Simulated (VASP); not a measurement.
# CaO (Fm-3m) in VASP: a series of runs, part 2 of 2

VASP 6.6.1.

**4. Phonons, r2SCAN**

This run uses another cell than the first one, of 13.55 Å³/atom.

Input file INCAR:

```
SYSTEM = CaO
PREC = Accurate
ENCUT = 520
EDIFF = 1E-8
ISMEAR = 0
SIGMA = 0.01
LREAL = .False.
LASPH = .True.
NELM = 100
ALGO = Normal
ISIF = 2
LWAVE = .False.
LCHARG = .False.
METAGGA = R2SCAN
LMIXTAU = .True.
IBRION = 6
NFREE = 2
POTIM = 0.015
NSW = 1
```

Input file KPOINTS:

```
Automatic mesh
0
Gamma
  8 8 8
  0 0 0
```

Input file POSCAR:

```
CaO
1.0
    2.3843286067      2.3843286067      0.0000000000
   -2.3843286067      2.3843286067      0.0000000000
    0.0000000000      2.3843286067      2.3843286067
Ca O
1 1
Direct
    0.0000000000      0.0000000000      0.0000000000
    0.5000000000      0.5000000000      0.0000000000
```

Potentials or basis: VASP PAW PBE potentials, release 64 (Ca_sv, O).

Started as:

```sh
$ cat potpaw_PBE.64/Ca_sv/POTCAR potpaw_PBE.64/O/POTCAR > POTCAR
$ mpirun -np 1 vasp_std > vasp.out
```

OUTCAR:

```text
SYSTEM = CaO
   PREC = Accurate
   ENCUT = 520
   EDIFF = 1E-8
   ISMEAR = 0
   LREAL = .False.
   LASPH = .True.
   NELM = 100
   ISIF = 2
   METAGGA = R2SCAN
   IBRION = 6
   NFREE = 2
   POTIM = 0.015
   NSW = 1

 ion  position               nearest neighbor table
   1  0.000  0.000  0.000-   2 2.38   2 2.38   2 2.38   2 2.38   2 2.38   2 2.38
   2  0.500  0.500  0.000-   1 2.38   1 2.38   1 2.38   1 2.38   1 2.38   1 2.38

  LATTYP: Found a face centered cubic cell.
 ALAT       =     4.7686572134

  Lattice vectors:

 A1 = (   0.0000000000,   2.3843286067,   2.3843286067)
 A2 = (   2.3843286067,   0.0000000000,   2.3843286067)
 A3 = (   2.3843286067,   2.3843286067,   0.0000000000)

Analysis of symmetry for initial positions (statically):
=====================================================================
 Subroutine PRICEL returns:
 Original cell was already a primitive cell.

 Routine SETGRP: Setting up the symmetry group for a
 face centered cubic supercell.

 Subroutine GETGRP returns: Found 48 space group operations
 (whereof 48 operations were pure point group operations)
 out of a pool of 48 trial point group operations.

The static configuration has the point symmetry O_h .

Analysis of symmetry for dynamics (positions and initial velocities):
=====================================================================
 Subroutine PRICEL returns:
 Original cell was already a primitive cell.

 Routine SETGRP: Setting up the symmetry group for a
 face centered cubic supercell.

 Subroutine GETGRP returns: Found 48 space group operations
 (whereof 48 operations were pure point group operations)
 out of a pool of 48 trial point group operations.

The dynamic configuration has the point symmetry O_h .

 Subroutine INISYM returns: Found 48 space group operations
 (whereof 48 operations are pure point group operations),
 and found     1 'primitive' translations

----------------------------------------------------------------------------------------

                                     Primitive cell

  volume of cell :      27.1099

  direct lattice vectors                    reciprocal lattice vectors
     2.384328607  2.384328607  0.000000000     0.209702639  0.209702639 -0.209702639
    -2.384328607  2.384328607  0.000000000    -0.209702639  0.209702639 -0.209702639
     0.000000000  2.384328607  2.384328607     0.000000000  0.000000000  0.419405277

  length of vectors
     3.371949853  3.371949853  3.371949853     0.363215624  0.363215624  0.419405277

  position of ions in fractional coordinates (direct lattice)
     0.000000000  0.000000000  0.000000000
     0.500000000  0.500000000  0.000000000

  ion indices of the primitive-cell ions
   primitive index   ion index
                 1           1
                 2           2

----------------------------------------------------------------------------------------

[... 113 lines left out ...]
 Free energy of the ion-electron system (eV)
  ---------------------------------------------------
  ext. energy  EPLUGINS =         0.00000000
  ---------------------------------------------------
  free energy    TOTEN  =       -19.44658753 eV

  energy without entropy =      -19.44658753  energy(sigma->0) =      -19.44658753

------------------------ aborting loop because EDIFF is reached ----------------------------------------

  FORCE on cell =-STRESS in cart. coord.  units (eV):
  Direction    XX          YY          ZZ          XY          YZ          ZX
  --------------------------------------------------------------------------------------
  -------------------------------------------------------------------------------------
  Total        0.5325901      0.5325901      0.5325901     -0.0000000      0.0000000      0.0000000
  in kB       31.4756979     31.4756979     31.4756979     -0.0000000      0.0000000      0.0000000
  external PRESSURE =      31.4756979 kB  Pullay stress =       0.0000000 kB
[... 131 lines left out ...]
--------------------------------------- Ionic step        5  -------------------------------------------

 number of electron      15.9999998 magnetization

 Free energy of the ion-electron system (eV)
  ---------------------------------------------------
  ext. energy  EPLUGINS =         0.00000000
  ---------------------------------------------------
  free energy    TOTEN  =       -19.44613975 eV

  energy without entropy =      -19.44613975  energy(sigma->0) =      -19.44613975

 E-fermi :   2.2175     XC(G=0): -11.2000

 val. band max:        2.1488328336   @ k =   0.0000   0.0000   0.0000
 cond. band min:       6.3308198624   @ k =   0.5000   0.5000   0.0000
 fundamental gap:      4.1819870288
 Fermi energy:         2.2174866408

 k-point     1 :       0.0000    0.0000    0.0000
  band No.  band energies     occupation
      1     -36.8070      2.00000
      2     -16.6817      2.00000
      3     -16.6813      2.00000
      4     -16.6813      2.00000
      5     -14.3694      2.00000
      6       2.1488      2.00000
      7       2.1488      2.00000
      8       2.1488      2.00000
      9       7.7803      0.00000
     10       9.0613      0.00000
     11       9.0623      0.00000
     12       9.0623      0.00000
[... 331 lines left out ...]
 k-point    24 :       0.5000    0.2500    0.1250
  band No.  band energies     occupation
      1     -36.6767      2.00000
      2     -17.7370      2.00000
      3     -16.9360      2.00000
      4     -16.8152      2.00000
      5     -13.3111      2.00000
      6       0.0879      2.00000
      7       1.0081      2.00000
      8       1.0637      2.00000
      9       9.6237      0.00000
     10       9.7167      0.00000
     11      11.7432      0.00000
     12      12.0066      0.00000

 [... further k-points ...]

------------------------ aborting loop because EDIFF is reached ----------------------------------------

  FORCE on cell =-STRESS in cart. coord.  units (eV):
  Direction    XX          YY          ZZ          XY          YZ          ZX
  --------------------------------------------------------------------------------------
  -------------------------------------------------------------------------------------
  Total        0.5393287      0.5319694      0.5319694     -0.0000000      0.0000000      0.0000000
  in kB       31.8739420     31.4390139     31.4390139     -0.0000000      0.0000000      0.0000000
  external PRESSURE =      31.5839900 kB  Pullay stress =       0.0000000 kB
[... 17 lines left out ...]
  FREE ENERGIE OF THE ION-ELECTRON SYSTEM (eV)
  ---------------------------------------------------
  free  energy   TOTEN  =       -19.4461397535 eV

  energy  without entropy=      -19.4461397535  energy(sigma->0) =      -19.44613975

 INTERNAL STRAIN TENSORS FROM DISPLACED ATOMS
 ============================================

 INTERNAL STRAIN TENSOR FOR ION    1 for displacements in x,y,z  (eV/Angst):
          X           Y           Z          XY          YZ          ZX
  --------------------------------------------------------------------------------
  x     0.00000     0.00000     0.00000     0.00000     0.00000     0.00000
  y     0.00000     0.00000     0.00000     0.00000     0.00000     0.00000
  z     0.00000     0.00000     0.00000     0.00000     0.00000     0.00000

 INTERNAL STRAIN TENSOR FOR ION    2 for displacements in x,y,z  (eV/Angst):
          X           Y           Z          XY          YZ          ZX
  --------------------------------------------------------------------------------
  x     0.00000     0.00000     0.00000     0.00000     0.00000     0.00000
  y     0.00000     0.00000     0.00000     0.00000     0.00000     0.00000
  z     0.00000     0.00000     0.00000     0.00000     0.00000     0.00000

 Eigenvectors and eigenvalues of the dynamical matrix
 ----------------------------------------------------

   1 f  =    9.290215 THz    58.372145 2PiTHz  309.888231 cm-1    38.421227 meV
             X         Y         Z           dx          dy          dz
      0.000000  0.000000  0.000000    -0.000000   -0.533273    0.000000
      0.000000  2.384329  0.000000    -0.000000    0.845943    0.000000
[... 21 lines left out ...]
   6 f/i=    0.009639 THz     0.060563 2PiTHz    0.321519 cm-1     0.039863 meV
             X         Y         Z           dx          dy          dz
      0.000000  0.000000  0.000000    -0.336265    0.776238   -0.000000
      0.000000  2.384329  0.000000    -0.211978    0.489332    0.000000

 ELASTIC MODULI CONTR FROM IONIC RELAXATION (kBar)
 Direction    XX          YY          ZZ          XY          YZ          ZX
 --------------------------------------------------------------------------------
 XX           0.0000      0.0000      0.0000      0.0000      0.0000      0.0000
 YY           0.0000      0.0000      0.0000      0.0000      0.0000      0.0000
 ZZ           0.0000      0.0000      0.0000      0.0000      0.0000      0.0000
 XY           0.0000      0.0000      0.0000      0.0000      0.0000      0.0000
 YZ           0.0000      0.0000      0.0000      0.0000      0.0000      0.0000
 ZX           0.0000      0.0000      0.0000      0.0000      0.0000      0.0000
 --------------------------------------------------------------------------------
```

OSZICAR:

```text
N       E                     dE             d eps       ncg     rms          rms(c)
DAV:   1     0.122334479898E+03    0.12233E+03   -0.88264E+03   696   0.140E+03
DAV:   2    -0.178477535344E+02   -0.14018E+03   -0.13225E+03   816   0.344E+02
DAV:   3    -0.249646436116E+02   -0.71169E+01   -0.70568E+01   904   0.796E+01
[... 83 lines left out ...]
DAV:   9    -0.194461393443E+02   -0.18566E-05   -0.42831E-06  1644   0.233E-02    0.128E-03
DAV:  10    -0.194461397056E+02   -0.36135E-06   -0.44751E-07  1660   0.793E-03    0.524E-04
DAV:  11    -0.194461397576E+02   -0.51979E-07   -0.51989E-08  1832   0.236E-03    0.242E-04
DAV:  12    -0.194461397471E+02    0.10527E-07   -0.59567E-09   984   0.990E-04    0.269E-05
DAV:  13    -0.194461397535E+02   -0.63944E-08   -0.16701E-09   788   0.475E-04
   5 F= -.19446140E+02 E0= -.19446140E+02  d E =-.110699E-24
```

It took 4 min on 1 thread of Intel Xeon 6975P-C (Granite Rapids), shared host; peak memory 0.19 GiB.

What came out:

```
Highest phonon frequency at Γ, LO-TO splitting left out : 310 cm⁻¹
```

Phonon frequencies in cm⁻¹ (negative: imaginary):
```csv
q point,frequencies
"(0.000, 0.000, 0.000)",0 0 0 310 310 310
```

Caveat: the cell stands under pressure or tension, which shifts response properties; the PAW data sets were made with another functional, which shifts forces and pressure a little.
